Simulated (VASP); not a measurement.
# HC9 in VASP: relaxation of the atoms with PBE+D3(BJ)

Aim: the relaxation of the atoms of HC9 with PBE+D3(BJ).

Program: VASP 6.6.1. These are calculated values, not measurements. Logs are shortened: lines on timing, memory, paths and dates and some standing lists are left out, and cuts for length are marked.

**1. The cell of the first run**

The cell holds a slab with vacuum, 20 atoms: a = 7.398 Å, b = 7.398 Å, c = 12.000 Å, α = 90.00°, β = 90.00°, γ = 120.00°.

**2. Relaxation of the atoms, PBE+D3(BJ)**

The input, INCAR:

```
SYSTEM = HC9
  ALGO = Normal
  EDIFF = 1E-6
  EDIFFG = -0.08
  ENCUT = 520
  GGA = PE
  IBRION = 2
  ISIF = 2
  ISMEAR = -1
  IVDW = 12
  LASPH = .True.
  LCHARG = .False.
  LREAL = Auto
  LWAVE = .False.
  NELM = 80
  NSW = 45
  PREC = Accurate
  SIGMA = 0.02
```

The input, KPOINTS:

```
k-points
0
Gamma
  2 2 1
  0 0 0
```

The input, POSCAR:

```
HC9
1.0
    7.3980000000      0.0000000000      0.0000000000
   -3.6990000000      6.4068560000      0.0000000000
    0.0000000000      0.0000000000     12.0000000000
C H
18 2
Direct
    0.0000000000      0.0000000000      0.0833333000
    0.2222222000      0.1111111000      0.0833333000
    0.0000000000      0.3333333000      0.0833333000
    0.2222222000      0.4444444000      0.0833333000
    0.0000000000      0.6666667000      0.0833333000
    0.2222222000      0.7777778000      0.0833333000
    0.3333333000      0.0000000000      0.0833333000
    0.5555556000      0.1111111000      0.0833333000
    0.3333333000      0.3333333000      0.0833333000
    0.5555556000      0.4444444000      0.0833333000
    0.3333333000      0.6666667000      0.0833333000
    0.5555556000      0.7777778000      0.0833333000
    0.6666667000      0.0000000000      0.0833333000
    0.8888889000      0.1111111000      0.0833333000
    0.6666667000      0.3333333000      0.0833333000
    0.8888889000      0.4444444000      0.0833333000
    0.6666667000      0.6666667000      0.0833333000
    0.8888889000      0.7777778000      0.0833333000
    0.6467811000      0.3073126000      0.2100000000
    0.7565881000      0.3166846000      0.2100000000
```

Potentials or basis: VASP PAW PBE potentials, release 64 (C, H).

On the command line:

```bash
$ cat potpaw_PBE.64/C/POTCAR potpaw_PBE.64/H/POTCAR > POTCAR
$ mpirun -np 1 vasp_std > vasp.out
```

OUTCAR:

```text
SYSTEM = HC9
   EDIFF = 1E-6
   EDIFFG = -0.08
   ENCUT = 520
   GGA = PE
   IBRION = 2
   ISIF = 2
   ISMEAR = -1
   IVDW = 12
   LASPH = .True.
   LREAL = Auto
   NELM = 80
   NSW = 45
   PREC = Accurate
 IVDW          = 12

 ion  position               nearest neighbor table
   1  0.000  0.000  0.083-   2 1.42  14 1.42  18 1.42
   2  0.222  0.111  0.083-   1 1.42   7 1.42   9 1.42
   3  0.000  0.333  0.083-   4 1.42  16 1.42  14 1.42
   4  0.222  0.444  0.083-   3 1.42   9 1.42  11 1.42
   5  0.000  0.667  0.083-   6 1.42  18 1.42  16 1.42
   6  0.222  0.778  0.083-   5 1.42  11 1.42   7 1.42
[... 10 lines left out ...]
  17  0.667  0.667  0.083-  18 1.42  12 1.42  10 1.42
  18  0.889  0.778  0.083-  17 1.42   5 1.42   1 1.42
  19  0.647  0.307  0.210-  20 0.78
  20  0.757  0.317  0.210-  19 0.78

  LATTYP: Found a hexagonal cell.
 ALAT       =     7.3980000000
 C/A-ratio  =     1.6220600162

  Lattice vectors:

 A1 = (   7.3980000000,   0.0000000000,   0.0000000000)
 A2 = (  -3.6990000000,   6.4068560000,   0.0000000000)
 A3 = (   0.0000000000,   0.0000000000,  12.0000000000)

Analysis of symmetry for initial positions (statically):
=====================================================================
 Subroutine PRICEL returns:
 Original cell was already a primitive cell.

 Routine SETGRP: Setting up the symmetry group for a
 hexagonal supercell.

 Subroutine GETGRP returns: Found  1 space group operations
 (whereof  1 operations were pure point group operations)
 out of a pool of 24 trial point group operations.

The static configuration has the point symmetry C_1 .

Analysis of symmetry for dynamics (positions and initial velocities):
=====================================================================
 Subroutine PRICEL returns:
 Original cell was already a primitive cell.

 Routine SETGRP: Setting up the symmetry group for a
 hexagonal supercell.

 Subroutine GETGRP returns: Found  1 space group operations
 (whereof  1 operations were pure point group operations)
 out of a pool of 24 trial point group operations.

The dynamic configuration has the point symmetry C_1 .

 Subroutine INISYM returns: Found  1 space group operations
 (whereof  1 operations are pure point group operations),
 and found     1 'primitive' translations

----------------------------------------------------------------------------------------

                                     Primitive cell

  volume of cell :     568.7750

  direct lattice vectors                    reciprocal lattice vectors
     7.398000000  0.000000000  0.000000000     0.135171668  0.078041398  0.000000000
    -3.699000000  6.406856000  0.000000000     0.000000000  0.156082796  0.000000000
     0.000000000  0.000000000 12.000000000     0.000000000  0.000000000  0.083333333

  length of vectors
     7.398000000  7.398000054 12.000000000     0.156082797  0.156082796  0.083333333

  position of ions in fractional coordinates (direct lattice)
     0.000000000  0.000000000  0.083333300
     0.222222200  0.111111100  0.083333300
     0.000000000  0.333333300  0.083333300
     0.222222200  0.444444400  0.083333300
     0.000000000  0.666666700  0.083333300
     0.222222200  0.777777800  0.083333300
[... 12 lines left out ...]
     0.646781100  0.307312600  0.210000000
     0.756588100  0.316684600  0.210000000

  ion indices of the primitive-cell ions
   primitive index   ion index
                 1           1
                 2           2
                 3           3
                 4           4
                 5           5
                 6           6
[... 12 lines left out ...]
                19          19
                20          20

----------------------------------------------------------------------------------------

 KPOINTS: k-points

Automatic generation of k-mesh.
 Grid dimensions read from file:
 generate k-points for:    2    2    1

 Generating k-lattice:

  Cartesian coordinates                     Fractional coordinates (reciprocal lattice)
     0.067585834  0.039020699  0.000000000     0.500000000  0.000000000  0.000000000
     0.000000000  0.078041398  0.000000000     0.000000000  0.500000000  0.000000000
     0.000000000  0.000000000  0.083333333     0.000000000  0.000000000  1.000000000

  Length of vectors
     0.078041399  0.078041398  0.083333333

  Shift w.r.t. Gamma in fractional coordinates (k-lattice)
     0.000000000  0.000000000  0.000000000

 Subroutine IBZKPT returns following result:
 ===========================================

 Found      4 irreducible k-points:

 Following reciprocal coordinates:
            Coordinates               Weight
  0.000000  0.000000  0.000000      1.000000
  0.500000  0.000000  0.000000      1.000000
  0.000000  0.500000  0.000000      1.000000
  0.500000  0.500000  0.000000      1.000000
   k-points           NKPTS =      4   k-points in BZ     NKDIM =      4   number of bands    NBANDS=     48
   number of dos      NEDOS =    301   number of ions     NIONS =     20
   total plane-waves  NPLWV = 282240
   dimension x,y,z NGX =    56 NGY =   56 NGZ =   90
   dimension x,y,z NGXF=   112 NGYF=  112 NGZF=  180
   ions per type =              18   2
   NGX,Y,Z   is equivalent  to a cutoff of  12.58, 12.58, 12.47 a.u.
   NGXF,Y,Z  is equivalent  to a cutoff of  25.17, 25.17, 24.94 a.u.
 SYSTEM =  HC9
   PREC   = accura    normal or accurate (medium, high low for compatibility)
   ISTART =      0    job   : 0-new  1-cont  2-samecut
   ICHARG =      2    charge: 1-file 2-atom 10-const
   ISPIN  =      1    spin polarized calculation?
   LNONCOLLINEAR =      F non collinear calculations
   LSORBIT =      F    spin-orbit coupling
   LASPH  =      T    aspherical Exc in radial PAW
   ENCUT  =  520.0 eV  38.22 Ry    6.18 a.u.  13.76 13.76 22.31*2*pi/ulx,y,z
   NELM   =     80;   NELMIN=  2; NELMDL= -5     # of ELM steps
   EDIFF  = 0.1E-05   stopping-criterion for ELM
   LREAL  =      T    real-space projection
   EDIFFG = -.8E-01   stopping-criterion for IOM
   NSW    =     45    number of steps for IOM
   IBRION =      2    ionic relax: 0-MD 1-quasi-New 2-CG
   NFREE  =      1    steps in history (QN), initial steepest desc. (CG)
   ISIF   =      2    stress and relaxation
   ISYM   =      2    0-nonsym 1-usesym 2-fastsym
   POTIM  = 0.5000    time-step for ionic-motion
   TEBEG  =    0.0;   TEEND  =   0.0 temperature during run
   PSTRESS=    0.0 pullay stress
   NELECT =      74.0000    total number of electrons
   NUPDOWN=      -1.0000    fix difference up-down
   EMIN   =  10.00;   EMAX   =-10.00  energy-range for DOS
   EFERMI =   0.00;   METHOD = LEGACY
   ISMEAR =    -1;   SIGMA  =   0.02  broadening in eV -4-tet -1-fermi 0-gaus
   EFERMI_NEDOS =   21; number of points for ismear=-14 and -15
   IALGO  =     38    algorithm
   IMIX   =      4    mixing-type and parameters
     AMIX     =   0.40;   BMIX     =  1.00
     AMIX_MAG =   1.60;   BMIX_MAG =  1.00
  volume/ion in A,a.u.               =      28.44       191.91
  Fermi-wavevector in a.u.,A,eV,Ry     =   0.829542  1.567608  9.362720  0.688140
  Thomas-Fermi vector in A             =   1.942107
   LORBIT       =      0    0 simple, 1 ext, 2 COOP (PROOUT), +10 PAW based schemes
   GGA     = PE    functional components
   LHFCALC =     F    Hartree Fock is set to
   AEXX    =    0.0000 exact exchange contribution
   IVDW    =    12    specifies the selected vdW correction
   LEPSILON=     F    determine dielectric tensor
   LRPA    =     F    only Hartree local field effects (RPA)
 conjugate gradient relaxation of ions
 non-spin polarized calculation
  energy-cutoff  :      520.00
  volume of cell :      568.78
 maximum number of plane-waves:     15363
 NGX is ok and might be reduce to    56
   NGX = 27   NGY = 27   NGZ = 45

--------------------------------------- Ionic step        1  -------------------------------------------

 number of electron      74.0000000 magnetization

 Free energy of the ion-electron system (eV)
  ---------------------------------------------------
  ext. energy  EPLUGINS =         0.00000000
  ---------------------------------------------------
  free energy    TOTEN  =      -169.65917645 eV

  energy without entropy =     -169.64584029  energy(sigma->0) =     -169.65250837

------------------------ aborting loop because EDIFF is reached ----------------------------------------

 Edisp (eV)   -1.71819

 E8    (eV) :    -0.5269

  FORCE on cell =-STRESS in cart. coord.  units (eV):
  Direction    XX          YY          ZZ          XY          YZ          ZX
  --------------------------------------------------------------------------------------
  -------------------------------------------------------------------------------------
  Total       0.65318     2.69013     9.69846     3.27386    -0.32021     0.79444
  in kB       1.83993     7.57780    27.31951     9.22210    -0.90199     2.23786
  external pressure =       12.25 kB  Pullay stress =        0.00 kB
[... 151 lines left out ...]
  FREE ENERGIE OF THE ION-ELECTRON SYSTEM (eV)
  ---------------------------------------------------
  free  energy   TOTEN  =      -172.1715655842 eV

  energy  without entropy=     -172.1578058558  energy(sigma->0) =     -172.16468572

[... ionic steps 4 to 41 ...]

--------------------------------------- Ionic step       42  -------------------------------------------

 number of electron      74.0000000 magnetization

------------------------ aborting loop because EDIFF is reached ----------------------------------------

 Edisp (eV)   -1.67704

 E8    (eV) :    -0.5158
[... 105 lines left out ...]
  energy  without entropy=     -174.0314727330  energy(sigma->0) =     -174.03210768

--------------------------------------- Ionic step       44  -------------------------------------------

 number of electron      73.9999999 magnetization

 Free energy of the ion-electron system (eV)
  ---------------------------------------------------
  ext. energy  EPLUGINS =         0.00000000
  ---------------------------------------------------
  free energy    TOTEN  =      -172.35809570 eV

  energy without entropy =     -172.35681785  energy(sigma->0) =     -172.35745678

 E-fermi :  -1.6894     XC(G=0):  -3.8629

 val. band max:       -1.7945646400   @ k =   0.0000   0.0000   0.0000
 cond. band min:      -1.5855083037   @ k =   0.0000   0.0000   0.0000
 fundamental gap:      0.2090563363
 Fermi energy:        -1.6894343268

 k-point     1 :       0.0000    0.0000    0.0000
  band No.  band energies     occupation
      1     -21.2107      2.00000
      2     -18.7097      2.00000
      3     -18.7046      2.00000
      4     -18.5963      2.00000
      5     -18.5933      2.00000
      6     -18.5776      2.00000
[... 40 lines left out ...]
     47       3.2525      0.00000
     48       3.3224      0.00000

 k-point     2 :       0.5000    0.0000    0.0000
  band No.  band energies     occupation
      1     -20.5568      2.00000
      2     -20.5566      2.00000
      3     -19.3074      2.00000
      4     -19.2204      2.00000
      5     -16.8166      2.00000
      6     -16.8148      2.00000
[... 40 lines left out ...]
     47       3.6861      0.00000
     48       3.9498      0.00000

 k-point     3 :       0.0000    0.5000    0.0000
  band No.  band energies     occupation
      1     -20.5586      2.00000
      2     -20.5548      2.00000
      3     -19.3057      2.00000
      4     -19.2224      2.00000
      5     -16.8152      2.00000
      6     -16.8117      2.00000
[... 40 lines left out ...]
     47       3.5538      0.00000
     48       3.9312      0.00000

 k-point     4 :       0.5000    0.5000    0.0000
  band No.  band energies     occupation
      1     -20.5573      2.00000
      2     -20.5560      2.00000
      3     -19.3067      2.00000
      4     -19.2213      2.00000
      5     -16.8158      2.00000
      6     -16.8138      2.00000
[... 91 lines left out ...]
  FREE ENERGIE OF THE ION-ELECTRON SYSTEM (eV)
  ---------------------------------------------------
  free  energy   TOTEN  =      -174.0341980896 eV

  energy  without entropy=     -174.0329202409  energy(sigma->0) =     -174.03355917

 reached required accuracy - stopping structural energy minimisation
```

Run time: 2 h. Hardware: 1 thread of Oxide Virtual Turin-like, shared host; peak memory 0.65 GiB.

What came out:

```
Free energy                  : -174.0342 eV
Energy gained by relaxing    : 132.8 meV/atom
Ionic steps                  : 44
Largest force after relaxing : 0.073 eV/Å
Band gap on the k mesh       : 0.21 eV
Dispersion energy per atom   : -0.084 eV
```

Forces in eV/Å, atoms in the order of the input:
```
C   -0.027 -0.036 -0.057
C    0.047 -0.005  0.013
C   -0.010  0.015 -0.007
C    0.006 -0.005 -0.018
C    0.012  0.010  0.020
C    0.026  0.020 -0.014
C   -0.014 -0.023  0.040
C   -0.010 -0.006 -0.002
C   -0.028  0.032  0.010
C    0.005 -0.017  0.059
C   -0.048 -0.002  0.009
C   -0.002 -0.007 -0.052
C    0.028 -0.021 -0.025
C    0.023 -0.028 -0.060
C   -0.049 -0.003  0.038
C    0.064  0.004 -0.029
C    0.000  0.039 -0.018
C   -0.036  0.034 -0.002
H    0.013 -0.004  0.045
H    0.002  0.000  0.050
```

Step by step:
```tsv
step	energy change (eV)	largest force (eV/Å)	pressure (GPa)
1	0.0000	3.3806	1.22
3	-0.7942	4.1622	1.16
5	-1.7546	2.1173	0.43
7	-2.0312	1.0903	0.03
9	-2.1239	1.1327	0.02
11	-2.2213	0.9749	0.10
13	-2.3177	1.1074	0.08
15	-2.3745	0.6272	0.05
17	-2.4465	1.1054	0.16
19	-2.5259	0.6702	0.23
21	-2.5621	0.5873	0.24
23	-2.6219	0.3588	0.22
25	-2.6316	0.1901	0.24
27	-2.6342	0.1444	0.25
29	-2.6364	0.1113	0.25
31	-2.6388	0.1300	0.24
33	-2.6420	0.1963	0.23
35	-2.6461	0.2419	0.23
37	-2.6480	0.1080	0.23
39	-2.6505	0.1377	0.23
41	-2.6528	0.1690	0.22
43	-2.6554	0.1326	0.21
44	-2.6568	0.0731	0.21
```

Final structure:
```
C H
1.0
     7.39800    0.00000    0.00000
    -3.69900    6.40686    0.00000
     0.00000    0.00000   12.00000
C H
18 2
Direct
  0.99744 0.99993 0.07393
  0.22218 0.11225 0.07244
  0.99929 0.33542 0.07304
  0.22058 0.44596 0.07305
  0.99957 0.66676 0.07204
  0.22015 0.77701 0.07253
  0.33260 0.00198 0.07175
  0.55380 0.11261 0.07130
  0.33298 0.33339 0.07208
  0.55357 0.44372 0.07080
  0.33097 0.66652 0.07291
  0.55577 0.77896 0.07356
  0.66617 0.00025 0.07340
  0.88677 0.11058 0.07410
  0.66419 0.33314 0.07009
  0.88882 0.44559 0.07157
  0.66597 0.66852 0.07265
  0.88724 0.77922 0.07289
  0.65858 0.29833 0.30613
  0.76671 0.31386 0.30972
```

Caveat: the k points lie up to 0.49 Å⁻¹ apart; there is no dipole correction, which matters where the two faces differ; the relaxation stopped at a loose force limit of 0.08 eV/Å, so its end isn't a converged minimum.
